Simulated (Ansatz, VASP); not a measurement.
**Two plane-wave programs on BP2**

```xyz
3
Lattice="3.0389 0.0000 0.0000 -1.5195 2.6318 0.0000 0.0000 0.0000 9.7868" Properties=species:S:1:pos:R:3 pbc="T T T"
B     0.0000    0.0000    0.0000
P     0.0000    1.7545    8.6354
P     0.0000    1.7545    1.1514
```

Change from the starting cell: species swapped into the Te2Mo type (P-6m2, No. 187).

Alike in both runs: functional PBE; k mesh 9 × 9 × 2; occupations gaussian, width 0.2 eV; no spin polarisation.

Ansatz relaxed the structure, and its values are those at the end. VASP's run is a single point on that final structure, the one shown.

```csv
,VASP,Ansatz
version,VASP 6.6.1,Ansatz 0.2.0
potentials or method,"VASP PAW PBE potentials, release 64 (B_h, P), cutoff 1230 eV","scalar-relativistic, plane waves, PAW"
valence electrons in the cell,13,13
```

```csv
,VASP,Ansatz,Ansatz less VASP
gap on the k mesh at the Fermi level (eV),none,none,-
rms of the force components (eV/Å),0.044,0.000,-0.0438
```

A gap of «none» marks a metal or a gap that the smearing closes.
